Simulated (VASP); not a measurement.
# Ta (P6_3/mmc) in VASP: notebook, part 2 of 2

VASP 6.6.1.

## (4) Single point, r2SCAN (volume scaled by 1.08)

POSCAR reads:

```
Ta
1.0
    3.0092917668      0.0000000000      0.0000000000
   -1.5046458834      2.6061231175      0.0000000000
    0.0000000000      0.0000000000     10.2308672100
Ta
4
Direct
    0.0000000000      0.0000000000      0.0000000000
    0.0000000000      0.0000000000      0.5000000000
    0.3333333333      0.6666666667      0.2500000000
    0.6666666667      0.3333333333      0.7500000000
```

INCAR.step1 reads:

```
SYSTEM = Ta
PREC     = Accurate       ! precision mode
ENCUT    = 520            ! plane-wave cutoff, eV
ISMEAR   = -1             ! smearing method
SIGMA    = 0.1            ! smearing width, eV
LREAL    = .False.        ! projectors in reciprocal space
LASPH    = .True.         ! aspherical terms in the spheres
NELM     = 60             ! most SCF steps
NBANDS   = 30             ! bands
GGA      = PE             ! functional
ALGO     = Normal         ! electronic algorithm
EDIFF    = 1E-4           ! SCF threshold, eV
LWAVE    = .True.         ! write WAVECAR
LCHARG   = .False.        ! write CHGCAR
```

INCAR.step2 reads:

```
SYSTEM = Ta
PREC     = Accurate       ! precision mode
ENCUT    = 520            ! plane-wave cutoff, eV
EDIFF    = 1E-6           ! SCF threshold, eV
ISMEAR   = -1             ! smearing method
SIGMA    = 0.1            ! smearing width, eV
LREAL    = .False.        ! projectors in reciprocal space
LASPH    = .True.         ! aspherical terms in the spheres
NELM     = 60             ! most SCF steps
ALGO     = Normal         ! electronic algorithm
ISIF     = 2              ! what is computed and relaxed
LWAVE    = .False.        ! write WAVECAR
LCHARG   = .False.        ! write CHGCAR
METAGGA  = R2SCAN         ! meta-GGA
LMIXTAU  = .True.       
NBANDS   = 30             ! bands
ISTART   = 1
```

KPOINTS reads:

```
Automatic mesh
0
Gamma
  14 14 4
  0 0 0
```

The run is started by

```bash
> cat potpaw_PBE.64/Ta_pv/POTCAR > POTCAR
> cp INCAR.step1 INCAR
> mpirun -np 1 vasp_std > vasp.out
> cp INCAR.step2 INCAR
> mpirun -np 1 vasp_std > vasp.out
```

Wall time 11 min (1 thread of Intel Xeon 6975P-C, shared host); peak memory 0.3 GiB.

It converged, with:

| Property | Result |
| --- | --- |
| Free energy | -193.1015 eV |
| Pressure | -13.0 GPa |
| Band gap on the k mesh | zero (band 22 reaches 5.53 eV, above the bottom of band 23 at 4.37 eV) |

Stress tensor (GPa, compression positive):
```
-12.94   0.00   0.00
  0.00 -12.94   0.00
  0.00   0.00 -13.05
```

Levels at points of the mesh, in eV from the Fermi level:
```csv
k point,band 18,band 19,band 20,band 21,band 22,band 23,band 24,band 25,band 26,band 27
"(0.00, 0.00, 0.00)",-0.94,-0.13,-0.01,0.49,0.49,0.55,0.55,0.95,0.95,1.04
"(0.50, 0.00, 0.00)",-2.38,-2.06,-0.90,-0.67,0.51,0.67,1.13,1.86,2.45,2.49
"(0.00, 0.00, 0.50)",-0.75,-0.37,-0.37,0.59,0.59,0.59,0.59,0.88,0.88,0.88
"(0.50, 0.00, 0.50)",-2.90,-0.97,-0.97,0.13,0.13,1.05,1.05,1.14,1.14,4.36
```

Caveat: the PAW data sets were made with another functional, which shifts forces and pressure a little; spin-orbit coupling is left out, which moves the levels of the heavy elements.

## (5) Single point, r2SCAN (volume scaled by 1.12)

POSCAR reads:

```
Ta
1.0
    3.0459940641      0.0000000000      0.0000000000
   -1.5229970321      2.6379082393      0.0000000000
    0.0000000000      0.0000000000     10.3556461809
Ta
4
Direct
    0.0000000000      0.0000000000      0.0000000000
    0.0000000000      0.0000000000      0.5000000000
    0.3333333333      0.6666666667      0.2500000000
    0.6666666667      0.3333333333      0.7500000000
```

INCAR.step1 reads:

```
  PREC = Accurate
  ENCUT = 520
  ISMEAR = -1
  SIGMA = 0.1
  LREAL = F
  LASPH = T
  NELM = 80
  NBANDS = 30
  GGA = PE
  ALGO = Normal
  EDIFF = 1E-4
  LWAVE = T
  LCHARG = F
```

INCAR.step2 reads:

```
  PREC = Accurate
  ENCUT = 520
  EDIFF = 1E-6
  ISMEAR = -1
  SIGMA = 0.1
  LREAL = F
  LASPH = T
  NELM = 80
  ALGO = Normal
  ISIF = 2
  LWAVE = F
  LCHARG = T
  METAGGA = R2SCAN
  LMIXTAU = T
  LELF = T
  LVHAR = T
  NBANDS = 30
  ISTART = 1
```

KPOINTS reads:

```
regular mesh
0
Gamma
  14 14 4
```

Potentials or basis: VASP PAW PBE potentials, release 64 (Ta_pv).

The run is started by

```bash
> cat potpaw_PBE.64/Ta_pv/POTCAR > POTCAR
> cp INCAR.step1 INCAR
> mpirun -np 1 vasp_std > vasp.out
> cp INCAR.step2 INCAR
> mpirun -np 1 vasp_std > vasp.out
```

OUTCAR:

```text
PREC = Accurate
   ENCUT = 520
   EDIFF = 1E-6
   ISMEAR = -1
   LREAL = F
   LASPH = T
   NELM = 80
   ISIF = 2
   METAGGA = R2SCAN
   ISTART = 1

 ion  position               nearest neighbor table
   1  0.000  0.000  0.000-   3 3.13   4 3.13   4 3.13   3 3.13   4 3.13   3 3.13
   2  0.000  0.000  0.500-   3 3.13   4 3.13   4 3.13   3 3.13   4 3.13   3 3.13
   3  0.333  0.667  0.250-   1 3.13   2 3.13   1 3.13   2 3.13   1 3.13   2 3.13
   4  0.667  0.333  0.750-   1 3.13   2 3.13   1 3.13   2 3.13   1 3.13   2 3.13

  LATTYP: Found a hexagonal cell.
 ALAT       =     3.0459940641
 C/A-ratio  =     3.3997591469

  Lattice vectors:

 A1 = (   3.0459940641,   0.0000000000,   0.0000000000)
 A2 = (  -1.5229970321,   2.6379082393,   0.0000000000)
 A3 = (   0.0000000000,   0.0000000000,  10.3556461809)

Analysis of symmetry for initial positions (statically):
=====================================================================
 Subroutine PRICEL returns:
 Original cell was already a primitive cell.

 Routine SETGRP: Setting up the symmetry group for a
 hexagonal supercell.

 Subroutine GETGRP returns: Found 24 space group operations
 (whereof 12 operations were pure point group operations)
 out of a pool of 24 trial point group operations.

The static configuration has the point symmetry D_3d.
 The point group associated with its full space group is D_6h.

Analysis of symmetry for dynamics (positions and initial velocities):
=====================================================================
 Subroutine PRICEL returns:
 Original cell was already a primitive cell.

 Routine SETGRP: Setting up the symmetry group for a
 hexagonal supercell.

 Subroutine GETGRP returns: Found 24 space group operations
 (whereof 12 operations were pure point group operations)
 out of a pool of 24 trial point group operations.

The dynamic configuration has the point symmetry D_3d.
 The point group associated with its full space group is D_6h.

 Subroutine INISYM returns: Found 24 space group operations
 (whereof 12 operations are pure point group operations),
 and found     1 'primitive' translations

----------------------------------------------------------------------------------------

                                     Primitive cell

  volume of cell :      83.2082

  direct lattice vectors                    reciprocal lattice vectors
     3.045994064  0.000000000  0.000000000     0.328300049  0.189544122  0.000000000
    -1.522997032  2.637908239  0.000000000     0.000000000  0.379088243  0.000000000
     0.000000000  0.000000000 10.355646181     0.000000000  0.000000000  0.096565679

  length of vectors
     3.045994064  3.045994064 10.355646181     0.379088243  0.379088243  0.096565679

  position of ions in fractional coordinates (direct lattice)
     0.000000000  0.000000000  0.000000000
     0.000000000  0.000000000  0.500000000
     0.333333333  0.666666667  0.250000000
     0.666666667  0.333333333  0.750000000

  ion indices of the primitive-cell ions
   primitive index   ion index
                 1           1
                 2           2
                 3           3
                 4           4

----------------------------------------------------------------------------------------

 KPOINTS: regular mesh

Automatic generation of k-mesh.
 Grid dimensions read from file:
 generate k-points for:   14   14    4

 Generating k-lattice:

  Cartesian coordinates                     Fractional coordinates (reciprocal lattice)
     0.023450003  0.013538866  0.000000000     0.071428571 -0.000000000  0.000000000
     0.000000000  0.027077732  0.000000000     0.000000000  0.071428571  0.000000000
     0.000000000  0.000000000  0.024141420     0.000000000  0.000000000  0.250000000

  Length of vectors
     0.027077732  0.027077732  0.024141420

  Shift w.r.t. Gamma in fractional coordinates (k-lattice)
     0.000000000  0.000000000  0.000000000

 Subroutine IBZKPT returns following result:
 ===========================================

 Found     72 irreducible k-points:

 Following reciprocal coordinates:
            Coordinates               Weight
  0.000000  0.000000  0.000000      1.000000
  0.071429 -0.000000  0.000000      6.000000
  0.142857  0.000000  0.000000      6.000000
  0.214286  0.000000  0.000000      6.000000
  0.285714 -0.000000  0.000000      6.000000
  0.357143  0.000000  0.000000      6.000000
[... 16 lines left out ...]
  0.285714  0.285714  0.000000      6.000000
  0.357143  0.285714  0.000000      6.000000
 [... further k-points ...]
   k-points           NKPTS =     72   k-points in BZ     NKDIM =     72   number of bands    NBANDS=     30
   number of dos      NEDOS =    301   number of ions     NIONS =      4
   total plane-waves  NPLWV =  46080
   dimension x,y,z NGX =    24 NGY =   24 NGZ =   80
   dimension x,y,z NGXF=    48 NGYF=   48 NGZF=  160
   ions per type =               4
   NGX,Y,Z   is equivalent  to a cutoff of  13.10, 13.10, 12.84 a.u.
   NGXF,Y,Z  is equivalent  to a cutoff of  26.20, 26.20, 25.69 a.u.
 SYSTEM =  unknown system
   PREC   = accura    normal or accurate (medium, high low for compatibility)
   ISTART =      1    job   : 0-new  1-cont  2-samecut
   ICHARG =      0    charge: 1-file 2-atom 10-const
   ISPIN  =      1    spin polarized calculation?
   LNONCOLLINEAR =      F non collinear calculations
   LSORBIT =      F    spin-orbit coupling
   LASPH  =      T    aspherical Exc in radial PAW
   ENCUT  =  520.0 eV  38.22 Ry    6.18 a.u.   5.66  5.66 19.25*2*pi/ulx,y,z
   NELM   =     80;   NELMIN=  2; NELMDL=  0     # of ELM steps
   EDIFF  = 0.1E-05   stopping-criterion for ELM
   LREAL  =      F    real-space projection
   EDIFFG = 0.1E-04   stopping-criterion for IOM
   NSW    =      0    number of steps for IOM
   IBRION =     -1    ionic relax: 0-MD 1-quasi-New 2-CG
   NFREE  =      0    steps in history (QN), initial steepest desc. (CG)
   ISIF   =      2    stress and relaxation
   ISYM   =      2    0-nonsym 1-usesym 2-fastsym
   POTIM  = 0.5000    time-step for ionic-motion
   TEBEG  =    0.0;   TEEND  =   0.0 temperature during run
   PSTRESS=    0.0 pullay stress
   NELECT =      44.0000    total number of electrons
   NUPDOWN=      -1.0000    fix difference up-down
   EMIN   =  10.00;   EMAX   =-10.00  energy-range for DOS
   EFERMI =   0.00;   METHOD = LEGACY
   ISMEAR =    -1;   SIGMA  =   0.10  broadening in eV -4-tet -1-fermi 0-gaus
   EFERMI_NEDOS =   21; number of points for ismear=-14 and -15
   IALGO  =     38    algorithm
   IMIX   =      4    mixing-type and parameters
     AMIX     =   0.40;   BMIX     =  1.00
     AMIX_MAG =   1.60;   BMIX_MAG =  1.00
  volume/ion in A,a.u.               =      20.80       140.38
  Fermi-wavevector in a.u.,A,eV,Ry     =   1.323845  2.501704 23.845095  1.752565
  Thomas-Fermi vector in A             =   2.453423
   LORBIT       =      0    0 simple, 1 ext, 2 COOP (PROOUT), +10 PAW based schemes
   METAGGA = R2SCAN    functional components
   LHFCALC =     F    Hartree Fock is set to
   AEXX    =    0.0000 exact exchange contribution
   IVDW    =     0    specifies the selected vdW correction
   LEPSILON=     F    determine dielectric tensor
   LRPA    =     F    only Hartree local field effects (RPA)
 non-spin polarized calculation
  energy-cutoff  :      520.00
  volume of cell :       83.21
 maximum number of plane-waves:      2260
 NGX is ok and might be reduce to    24
   NGX = 11   NGY = 11   NGZ = 39

 number of electron      44.0000013 magnetization

 Free energy of the ion-electron system (eV)
  ---------------------------------------------------
  ext. energy  EPLUGINS =         0.00000000
  ---------------------------------------------------
  free energy    TOTEN  =      -192.81272788 eV

  energy without entropy =     -192.66150700  energy(sigma->0) =     -192.73711744

 E-fermi :   4.6624     XC(G=0): -12.9488

 val. band max:        4.6579592659   @ k =   0.2143   0.2143   0.2500
 cond. band min:       4.6680262100   @ k =   0.4286   0.1429   0.0000
 fundamental gap:      0.0100669441
 Fermi energy:         4.6623689332

 k-point     1 :       0.0000    0.0000    0.0000
  band No.  band energies     occupation
      1     -31.3081      2.00000
      2     -30.9947      2.00000
      3     -30.9591      2.00000
      4     -30.6545      2.00000
      5     -30.6545      2.00000
      6     -30.6362      2.00000
[... 781 lines left out ...]
     29       8.6085      0.00000
     30       9.0184      0.00000

 [... further k-points ...]
[... 5 lines left out ...]
  --------------------------------------------------------------------------------------
  -------------------------------------------------------------------------------------
  Total       -9.3724334     -9.3724334     -9.3678278      0.0000000     -0.0000000     -0.0000000
  in kB     -180.4666707   -180.4666707   -180.3779894      0.0000000     -0.0000000     -0.0000000
  external PRESSURE =    -180.4371103 kB  Pullay stress =       0.0000000 kB

 VOLUME and BASIS-vectors are now :
 -----------------------------------------------------------------------------
  energy-cutoff  :      520.00
  volume of cell :       83.21
      direct lattice vectors                 reciprocal lattice vectors
     3.045994064  0.000000000  0.000000000     0.328300049  0.189544122  0.000000000
    -1.522997032  2.637908239  0.000000000     0.000000000  0.379088243  0.000000000
     0.000000000  0.000000000 10.355646181     0.000000000  0.000000000  0.096565679

 POSITION                                       TOTAL-FORCE (eV/Angst)
 -----------------------------------------------------------------------------------
      0.00000      0.00000      0.00000        -0.000000      0.000000      0.000000
      0.00000      0.00000      5.17782        -0.000000      0.000000      0.000000
     -0.00000      1.75861      2.58891        -0.000000      0.000000     -0.000000
      1.52300      0.87930      7.76673         0.000000     -0.000000     -0.000000
 -----------------------------------------------------------------------------------
    total drift:                               -0.000000      0.000000     -0.000000

  FREE ENERGIE OF THE ION-ELECTRON SYSTEM (eV)
  ---------------------------------------------------
  free  energy   TOTEN  =      -192.8127278823 eV

  energy  without entropy=     -192.6615069983  energy(sigma->0) =     -192.73711744
```

Wall time 10 min (1 thread of Intel Xeon 6975P-C, shared host); peak memory 0.3 GiB.

Results:

| Property | Result |
| --- | --- |
| Free energy | -192.8127 eV |
| Pressure | -18.0 GPa |
| Band gap on the k mesh | zero (band 22 reaches 5.25 eV, above the bottom of band 23 at 4.11 eV) |

Caveat: the PAW data sets were made with another functional, which shifts forces and pressure a little; spin-orbit coupling is left out, which moves the levels of the heavy elements.

## (6) Single point, r2SCAN

POSCAR reads:

```
Ta
1.0
    2.9330741685      0.0000000000      0.0000000000
   -1.4665370843      2.5401167411      0.0000000000
    0.0000000000      0.0000000000      9.9717457332
Ta
4
Direct
    0.0000000000      0.0000000000      0.0000000000
    0.0000000000      0.0000000000      0.5000000000
    0.3333333333      0.6666666667      0.2500000000
    0.6666666667      0.3333333333      0.7500000000
```

INCAR.step1 reads:

```
PREC     = Accurate       # precision mode
ENCUT    = 520            # plane-wave cutoff, eV
ISMEAR   = -1             # smearing method
SIGMA    = 0.1            # smearing width, eV
LREAL    = F              # projectors in reciprocal space
LASPH    = T              # aspherical terms in the spheres
NELM     = 100            # most SCF steps
NBANDS   = 30             # bands
GGA      = PE             # functional
ALGO     = Normal         # electronic algorithm
EDIFF    = 1E-4           # SCF threshold, eV
LWAVE    = T              # write WAVECAR
LCHARG   = F              # write CHGCAR
```

INCAR.step2 reads:

```
PREC     = Accurate       # precision mode
ENCUT    = 520            # plane-wave cutoff, eV
EDIFF    = 1E-7           # SCF threshold, eV
ISMEAR   = -1             # smearing method
SIGMA    = 0.1            # smearing width, eV
LREAL    = F              # projectors in reciprocal space
LASPH    = T              # aspherical terms in the spheres
NELM     = 100            # most SCF steps
ALGO     = Normal         # electronic algorithm
ISIF     = 2              # what is computed and relaxed
LWAVE    = F              # write WAVECAR
LCHARG   = T              # write CHGCAR
METAGGA  = R2SCAN         # meta-GGA
LMIXTAU  = T            
LELF     = T              # ELF
LVHAR    = T            
NBANDS   = 30             # bands
ISTART   = 1
```

KPOINTS reads:

```
regular mesh
0
Gamma
  16 16 5
```

Potentials or basis: VASP PAW PBE potentials, release 64 (Ta_pv).

The run is started by

```bash
> cat potpaw_PBE.64/Ta_pv/POTCAR > POTCAR
> cp INCAR.step1 INCAR
> mpirun -np 1 vasp_std > vasp.out
> cp INCAR.step2 INCAR
> mpirun -np 1 vasp_std > vasp.out
```

Wall time 11 min (1 thread of Intel Xeon 6975P-C, shared host); peak memory 0.32 GiB.

It converged, with:

- Free energy: -193.3473 eV
- Pressure: 0.5 GPa
- Band gap on the k mesh: zero (band 22 reaches 6.13 eV, above the bottom of band 23 at 4.94 eV)

Levels at points of the mesh, in eV from the Fermi level:
| k point | band 18 | band 19 | band 20 | band 21 | band 22 | band 23 | band 24 | band 25 | band 26 | band 27 |
| --- | --- | --- | --- | --- | --- | --- | --- | --- | --- | --- |
| (0.00, 0.00, 0.00) | -1.03 | -0.06 | 0.09 | 0.46 | 0.46 | 0.53 | 0.53 | 0.98 | 0.98 | 1.09 |
| (0.50, 0.00, 0.00) | -2.57 | -2.27 | -1.03 | -0.62 | 0.58 | 0.64 | 1.42 | 2.23 | 2.62 | 2.67 |

Caveat: the PAW data sets were made with another functional, which shifts forces and pressure a little; spin-orbit coupling is left out, which moves the levels of the heavy elements.

## (7) Summary

| cell | k mesh | gap on the mesh (eV) | pressure (GPa) |
| --- | --- | --- | --- |
| a = 2.933, b = 2.933, c = 9.972 Å, angles 90.0, 90.0, 120.0°, 4 atoms | 14 × 14 × 4 | none | 0.5 |
| a = 2.972, b = 2.972, c = 10.103 Å, angles 90.0, 90.0, 120.0°, 4 atoms | 14 × 14 × 4 | none | -6.9 |
| a = 3.009, b = 3.009, c = 10.231 Å, angles 90.0, 90.0, 120.0°, 4 atoms | 14 × 14 × 4 | none | -13.0 |
| a = 3.046, b = 3.046, c = 10.356 Å, angles 90.0, 90.0, 120.0°, 4 atoms | 14 × 14 × 4 | none | -18.0 |
| a = 2.933, b = 2.933, c = 9.972 Å, angles 90.0, 90.0, 120.0°, 4 atoms | 16 × 16 × 5 | none | 0.5 |

Alike in all rows: task single point; level r2SCAN; potentials or basis VASP PAW PBE potentials, release 64 (Ta_pv); no spin polarisation; cutoff (eV) 520; smearing fermi-dirac 0.1 eV.

Caveats: the PAW data sets were made with another functional, which shifts forces and pressure a little; spin-orbit coupling is left out, which moves the levels of the heavy elements.

Absolute energies hang on the potentials; compare differences alone.
